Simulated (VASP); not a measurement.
# TiRh (P4/mmm) in VASP: a series of runs

TiRh is run at these levels: LDA; tasks: relaxation of shape and atoms at fixed volume, single point.

Everything below comes from runs of VASP 6.6.1. Logs are shortened: lines on timing, memory, paths and dates and some standing lists are left out, and cuts for length are marked.

### 1 The cell of the first run

The structure is tetragonal, space group P4/mmm (No. 123). The conventional cell has a = 2.372 Å, b = 2.372 Å, c = 2.659 Å, α = 90.00°, β = 90.00°, γ = 90.00°. Within 2.8 Å of Ti (site symmetry 4/mmm) lie 8 Rh at 2.14 Å and 6 Ti at 2.37 to 2.66 Å. Within 2.8 Å of Rh (site symmetry 4/mmm) lie 8 Ti at 2.14 Å and 6 Rh at 2.37 to 2.66 Å.

### 2 Relaxation of shape and atoms at fixed volume, LDA

File INCAR:

```
SYSTEM = TiRh
  PREC = Accurate
  ENCUT = 600
  EDIFF = 1E-7
  ISMEAR = -1
  SIGMA = 0.05
  LREAL = .False.
  LASPH = .True.
  NELM = 80
  ALGO = Normal
  ISIF = 4
  LWAVE = .False.
  LCHARG = .False.
  IBRION = 2
  NSW = 50
  EDIFFG = -0.01
```

File KPOINTS:

```
regular mesh
0
Gamma
  12 12 11
  0 0 0
```

File POSCAR:

```
TiRh
1.0
    2.3715771716      0.0000000000      0.0000000000
    0.0000000000      2.3715771716      0.0000000000
    0.0000000000      0.0000000000      2.6588967620
Ti Rh
1 1
Direct
    0.5000000000      0.5000000000      0.5000000000
    0.0000000000      0.0000000000      0.0000000000
```

Potentials or basis: VASP PAW LDA potentials, release 64 (Ti_sv, Rh_pv).

Run with:

```
$ cat potpaw_LDA.64/Ti_sv/POTCAR potpaw_LDA.64/Rh_pv/POTCAR > POTCAR
$ mpirun -np 1 vasp_std > vasp.out
```

OUTCAR:

```text
SYSTEM = TiRh
   PREC = Accurate
   ENCUT = 600
   EDIFF = 1E-7
   ISMEAR = -1
   LREAL = .False.
   LASPH = .True.
   NELM = 80
   ISIF = 4
   IBRION = 2
   NSW = 50
   EDIFFG = -0.01

 ion  position               nearest neighbor table
   1  0.500  0.500  0.500-   2 2.14   2 2.14   2 2.14   2 2.14   2 2.14   2 2.14   2 2.14   2 2.14

   2  0.000  0.000  0.000-   1 2.14   1 2.14   1 2.14   1 2.14   1 2.14   1 2.14   1 2.14   1 2.14

  LATTYP: Found a simple tetragonal cell.
 ALAT       =     2.3715771716
 C/A-ratio  =     1.1211512718

  Lattice vectors:

 A1 = (   2.3715771716,   0.0000000000,   0.0000000000)
 A2 = (   0.0000000000,   2.3715771716,   0.0000000000)
 A3 = (   0.0000000000,   0.0000000000,   2.6588967620)

Analysis of symmetry for initial positions (statically):
=====================================================================
 Subroutine PRICEL returns:
 Original cell was already a primitive cell.

 Routine SETGRP: Setting up the symmetry group for a
 simple tetragonal supercell.

 Subroutine GETGRP returns: Found 16 space group operations
 (whereof 16 operations were pure point group operations)
 out of a pool of 16 trial point group operations.

The static configuration has the point symmetry D_4h.

Analysis of symmetry for dynamics (positions and initial velocities):
=====================================================================
 Subroutine PRICEL returns:
 Original cell was already a primitive cell.

 Routine SETGRP: Setting up the symmetry group for a
 simple tetragonal supercell.

 Subroutine GETGRP returns: Found 16 space group operations
 (whereof 16 operations were pure point group operations)
 out of a pool of 16 trial point group operations.

The dynamic configuration has the point symmetry D_4h.

 Subroutine INISYM returns: Found 16 space group operations
 (whereof 16 operations are pure point group operations),
 and found     1 'primitive' translations

----------------------------------------------------------------------------------------

                                     Primitive cell

  volume of cell :      14.9546

  direct lattice vectors                    reciprocal lattice vectors
     2.371577172  0.000000000  0.000000000     0.421660325  0.000000000  0.000000000
     0.000000000  2.371577172  0.000000000     0.000000000  0.421660325  0.000000000
     0.000000000  0.000000000  2.658896762     0.000000000  0.000000000  0.376095836

  length of vectors
     2.371577172  2.371577172  2.658896762     0.421660325  0.421660325  0.376095836

  position of ions in fractional coordinates (direct lattice)
     0.500000000  0.500000000  0.500000000
     0.000000000  0.000000000  0.000000000

  ion indices of the primitive-cell ions
   primitive index   ion index
                 1           1
                 2           2

----------------------------------------------------------------------------------------

 KPOINTS: regular mesh

Automatic generation of k-mesh.
 Grid dimensions read from file:
 generate k-points for:   12   12   11

 Generating k-lattice:

  Cartesian coordinates                     Fractional coordinates (reciprocal lattice)
     0.035138360  0.000000000  0.000000000     0.083333333  0.000000000  0.000000000
     0.000000000  0.035138360  0.000000000     0.000000000  0.083333333  0.000000000
     0.000000000  0.000000000  0.034190531     0.000000000  0.000000000  0.090909091

  Length of vectors
     0.035138360  0.035138360  0.034190531

  Shift w.r.t. Gamma in fractional coordinates (k-lattice)
     0.000000000  0.000000000  0.000000000

 Subroutine IBZKPT returns following result:
 ===========================================

 Found    168 irreducible k-points:

 Following reciprocal coordinates:
            Coordinates               Weight
  0.000000  0.000000  0.000000      1.000000
  0.083333  0.000000  0.000000      4.000000
  0.166667  0.000000  0.000000      4.000000
  0.250000  0.000000  0.000000      4.000000
  0.333333  0.000000  0.000000      4.000000
  0.416667  0.000000  0.000000      4.000000
[... 16 lines left out ...]
  0.333333  0.333333  0.000000      4.000000
  0.416667  0.333333  0.000000      8.000000
 [... further k-points ...]
   k-points           NKPTS =    168   k-points in BZ     NKDIM =    168   number of bands    NBANDS=     17
   number of dos      NEDOS =    301   number of ions     NIONS =      2
   total plane-waves  NPLWV =   9600
   dimension x,y,z NGX =    20 NGY =   20 NGZ =   24
   dimension x,y,z NGXF=    40 NGYF=   40 NGZF=   48
   ions per type =               1   1
   NGX,Y,Z   is equivalent  to a cutoff of  14.02, 14.02, 15.01 a.u.
   NGXF,Y,Z  is equivalent  to a cutoff of  28.04, 28.04, 30.01 a.u.
 SYSTEM =  TiRh
   PREC   = accura    normal or accurate (medium, high low for compatibility)
   ISTART =      0    job   : 0-new  1-cont  2-samecut
   ICHARG =      2    charge: 1-file 2-atom 10-const
   ISPIN  =      1    spin polarized calculation?
   LNONCOLLINEAR =      F non collinear calculations
   LSORBIT =      F    spin-orbit coupling
   LASPH  =      T    aspherical Exc in radial PAW
   ENCUT  =  600.0 eV  44.10 Ry    6.64 a.u.   4.74  4.74  5.31*2*pi/ulx,y,z
   NELM   =     80;   NELMIN=  2; NELMDL= -5     # of ELM steps
   EDIFF  = 0.1E-06   stopping-criterion for ELM
   LREAL  =      F    real-space projection
   EDIFFG = -.1E-01   stopping-criterion for IOM
   NSW    =     50    number of steps for IOM
   IBRION =      2    ionic relax: 0-MD 1-quasi-New 2-CG
   NFREE  =      1    steps in history (QN), initial steepest desc. (CG)
   ISIF   =      4    stress and relaxation
   ISYM   =      2    0-nonsym 1-usesym 2-fastsym
   POTIM  = 0.5000    time-step for ionic-motion
   TEBEG  =    0.0;   TEEND  =   0.0 temperature during run
   PSTRESS=    0.0 pullay stress
   NELECT =      27.0000    total number of electrons
   NUPDOWN=      -1.0000    fix difference up-down
   EMIN   =  10.00;   EMAX   =-10.00  energy-range for DOS
   EFERMI =   0.00;   METHOD = LEGACY
   ISMEAR =    -1;   SIGMA  =   0.05  broadening in eV -4-tet -1-fermi 0-gaus
   EFERMI_NEDOS =   21; number of points for ismear=-14 and -15
   IALGO  =     38    algorithm
   IMIX   =      4    mixing-type and parameters
     AMIX     =   0.40;   BMIX     =  1.00
     AMIX_MAG =   1.60;   BMIX_MAG =  1.00
  volume/ion in A,a.u.               =       7.48        50.46
  Fermi-wavevector in a.u.,A,eV,Ry     =   1.993444  3.767063 54.067101  3.973820
  Thomas-Fermi vector in A             =   3.010620
   LORBIT       =      0    0 simple, 1 ext, 2 COOP (PROOUT), +10 PAW based schemes
   GGA     = CA    functional components
   LHFCALC =     F    Hartree Fock is set to
   AEXX    =    0.0000 exact exchange contribution
   IVDW    =     0    specifies the selected vdW correction
   LEPSILON=     F    determine dielectric tensor
   LRPA    =     F    only Hartree local field effects (RPA)
 conjugate gradient relaxation of ions
 non-spin polarized calculation
  energy-cutoff  :      600.00
  volume of cell :       14.95
 maximum number of plane-waves:       516
 NGX is ok and might be reduce to    20
   NGX =  9   NGY =  9   NGZ = 11

--------------------------------------- Ionic step        1  -------------------------------------------

 number of electron      26.9999996 magnetization

 Free energy of the ion-electron system (eV)
  ---------------------------------------------------
  ext. energy  EPLUGINS =         0.00000000
  ---------------------------------------------------
  free energy    TOTEN  =        -6.11677970 eV

  energy without entropy =       -6.10700431  energy(sigma->0) =       -6.11189201

------------------------ aborting loop because EDIFF is reached ----------------------------------------

  FORCE on cell =-STRESS in cart. coord.  units (eV):
  Direction    XX          YY          ZZ          XY          YZ          ZX
  --------------------------------------------------------------------------------------
  -------------------------------------------------------------------------------------
  Total       48.2509802     48.2509802     49.7024314      0.0000000      0.0000000      0.0000000
  in kB     5169.4069776   5169.4069776   5324.9093583      0.0000000      0.0000000      0.0000000
  external PRESSURE =    5221.2411045 kB  Pullay stress =       0.0000000 kB
[... 89 lines left out ...]
  FREE ENERGIE OF THE ION-ELECTRON SYSTEM (eV)
  ---------------------------------------------------
  free  energy   TOTEN  =        -6.2443285455 eV

  energy  without entropy=       -6.2329480765  energy(sigma->0) =       -6.23863831

[... ionic steps 4 to 9 ...]

--------------------------------------- Ionic step       10  -------------------------------------------

 number of electron      26.9999992 magnetization

------------------------ aborting loop because EDIFF is reached ----------------------------------------

  FORCE on cell =-STRESS in cart. coord.  units (eV):
  Direction    XX          YY          ZZ          XY          YZ          ZX
  --------------------------------------------------------------------------------------
  -------------------------------------------------------------------------------------
  Total       47.6867181     47.6867181     47.7219988      0.0000000     -0.0000000      0.0000000
  in kB     5108.9543151   5108.9543151   5112.7341451      0.0000000     -0.0000000      0.0000000
  external PRESSURE =    5110.2142584 kB  Pullay stress =       0.0000000 kB
[... 57 lines left out ...]
  energy  without entropy=       -6.2559651817  energy(sigma->0) =       -6.25968479

--------------------------------------- Ionic step       12  -------------------------------------------

 number of electron      26.9999992 magnetization

 Free energy of the ion-electron system (eV)
  ---------------------------------------------------
  ext. energy  EPLUGINS =         0.00000000
  ---------------------------------------------------
  free energy    TOTEN  =        -6.26340567 eV

  energy without entropy =       -6.25596459  energy(sigma->0) =       -6.25968513

 E-fermi :  23.6207     XC(G=0): -17.5445

 val. band max:       23.6035573286   @ k =   0.5000   0.1667   0.3636
 cond. band min:      23.6279359137   @ k =   0.4167   0.0833   0.0000
 fundamental gap:      0.0243785851
 Fermi energy:        23.6207251692

 k-point     1 :       0.0000    0.0000    0.0000
  band No.  band energies     occupation
      1     -32.6208      2.00000
      2     -25.5568      2.00000
      3     -24.0401      2.00000
      4     -24.0401      2.00000
      5      -8.8225      2.00000
      6      -7.3513      2.00000
[... 9 lines left out ...]
     16      30.2178      0.00000
     17      30.7379      0.00000
[... 443 lines left out ...]
      1     -31.6246      2.00000
      2     -25.9095      2.00000
      3     -25.5519      2.00000
      4     -24.8490      2.00000
      5     -10.1016      2.00000
      6      -9.4145      2.00000
[... 9 lines left out ...]
     16      28.6967      0.00000
     17      30.6551      0.00000

 [... further k-points ...]

------------------------ aborting loop because EDIFF is reached ----------------------------------------

  FORCE on cell =-STRESS in cart. coord.  units (eV):
  Direction    XX          YY          ZZ          XY          YZ          ZX
  --------------------------------------------------------------------------------------
  -------------------------------------------------------------------------------------
  Total       47.6893291     47.6893291     47.7171389      0.0000000     -0.0000000      0.0000000
  in kB     5109.2340454   5109.2340454   5112.2134728      0.0000000     -0.0000000      0.0000000
  external PRESSURE =    5110.2271879 kB  Pullay stress =       0.0000000 kB
[... 17 lines left out ...]
  FREE ENERGIE OF THE ION-ELECTRON SYSTEM (eV)
  ---------------------------------------------------
  free  energy   TOTEN  =        -6.2634056740 eV

  energy  without entropy=       -6.2559645870  energy(sigma->0) =       -6.25968513

 reached required accuracy - stopping structural energy minimisation
```

Wall time 2 min (1 thread of Intel Xeon 6975P-C (Granite Rapids), shared host); peak memory 0.17 GiB.

Results:

- Free energy: -6.2634 eV
- Energy gained by relaxing: 73.3 meV/atom
- Ionic steps: 12
- Pressure after relaxing: 511.0 GPa

Stress tensor (GPa, compression positive):
```
510.92   0.00   0.00
  0.00 510.92   0.00
  0.00   0.00 511.22
```

The path:
```csv
step,energy change (eV),largest force (eV/Å),pressure (GPa),volume (Å³)
1,0.0000,0.0000,522.12,14.95
2,-0.0279,0.0000,519.91,14.95
3,-0.1275,0.0000,512.02,14.95
4,0.3099,0.0000,514.83,14.95
5,-0.1460,0.0000,511.20,14.95
6,-0.1465,0.0000,510.96,14.95
7,-0.1466,0.0000,511.04,14.95
8,-0.1466,0.0000,511.03,14.95
9,-0.1466,0.0000,511.03,14.95
10,-0.1466,0.0000,511.02,14.95
11,-0.1466,0.0000,511.03,14.95
12,-0.1466,0.0000,511.02,14.95
```

Final structure:
```xyz
2
Lattice="2.2412 0.0000 0.0000 0.0000 2.2412 0.0000 0.0000 0.0000 2.9773" Properties=species:S:1:pos:R:3 pbc="T T T"
Ti    1.1206    1.1206    1.4886
Rh    2.2412    0.0000    0.0000
```

### 3 Single point, LDA

This run uses another cell than the first one, of 5.98 Å³/atom, 0.800 times its volume.

File INCAR:

```
ALGO = Normal
EDIFF = 1E-7
ENCUT = 520
GGA = CA
ISIF = 2
ISMEAR = -1
LASPH = T
LCHARG = F
LREAL = F
LWAVE = F
NBANDS = 20
NELM = 80
PREC = Accurate
SIGMA = 0.05
```

File KPOINTS:

```
k-points
0
Gamma
  12 12 11
```

File POSCAR:

```
TiRh
1.0
    2.0692832688      0.0000000000      0.0000000000
    0.0000000000      2.0692832688      0.0000000000
    0.0000000000      0.0000000000      2.7939980078
Ti Rh
1 1
Direct
    0.5000000000      0.5000000000      0.5000000000
    0.0000000000      0.0000000000      0.0000000000
```

Potentials or basis: VASP PAW LDA potentials, release 64 (Ti_sv, Rh_pv).

Run with:

```
$ cat potpaw_LDA.64/Ti_sv/POTCAR potpaw_LDA.64/Rh_pv/POTCAR > POTCAR
$ mpirun -np 1 vasp_std > vasp.out
```

OUTCAR:

```text
EDIFF = 1E-7
   ENCUT = 520
   GGA = CA
   ISIF = 2
   ISMEAR = -1
   LASPH = T
   LREAL = F
   NELM = 80
   PREC = Accurate

 ion  position               nearest neighbor table
   1  0.500  0.500  0.500-   2 2.02   2 2.02   2 2.02   2 2.02   2 2.02   2 2.02   2 2.02   2 2.02

   2  0.000  0.000  0.000-   1 2.02   1 2.02   1 2.02   1 2.02   1 2.02   1 2.02   1 2.02   1 2.02

  LATTYP: Found a simple tetragonal cell.
 ALAT       =     2.0692832688
[... 741 lines left out ...]
 [... further k-points ...]

------------------------ aborting loop because EDIFF is reached ----------------------------------------

  FORCE on cell =-STRESS in cart. coord.  units (eV):
  Direction    XX          YY          ZZ          XY          YZ          ZX
  --------------------------------------------------------------------------------------
  -------------------------------------------------------------------------------------
  Total       80.4158584     80.4158584     80.0604628      0.0000000      0.0000000      0.0000000
  in kB    10769.2708514  10769.2708514  10721.6763718      0.0000000      0.0000000      0.0000000
  external PRESSURE =   10753.4060248 kB  Pullay stress =       0.0000000 kB

 VOLUME and BASIS-vectors are now :
 -----------------------------------------------------------------------------
  energy-cutoff  :      520.00
  volume of cell :       11.96
      direct lattice vectors                 reciprocal lattice vectors
     2.069283269  0.000000000  0.000000000     0.483259114  0.000000000  0.000000000
     0.000000000  2.069283269  0.000000000     0.000000000  0.483259114  0.000000000
     0.000000000  0.000000000  2.793998008     0.000000000  0.000000000  0.357910062

 POSITION                                       TOTAL-FORCE (eV/Angst)
 -----------------------------------------------------------------------------------
      1.03464      1.03464      1.39700         0.000000      0.000000      0.000000
      0.00000      0.00000      0.00000         0.000000      0.000000      0.000000
 -----------------------------------------------------------------------------------
    total drift:                                0.000000      0.000000      0.000000

  FREE ENERGIE OF THE ION-ELECTRON SYSTEM (eV)
  ---------------------------------------------------
  free  energy   TOTEN  =         7.8063870738 eV

  energy  without entropy=        7.8116341701  energy(sigma->0) =        7.80901062
```

Run time: 39 s. Hardware: 1 thread of Intel Xeon Platinum 8259CL at 2.50GHz (Skylake/Cascade Lake), shared host; peak memory 0.15 GiB.

The run converged, but its numbers aren't listed here, since they failed a check.

(Continued in part 2 of 2.)
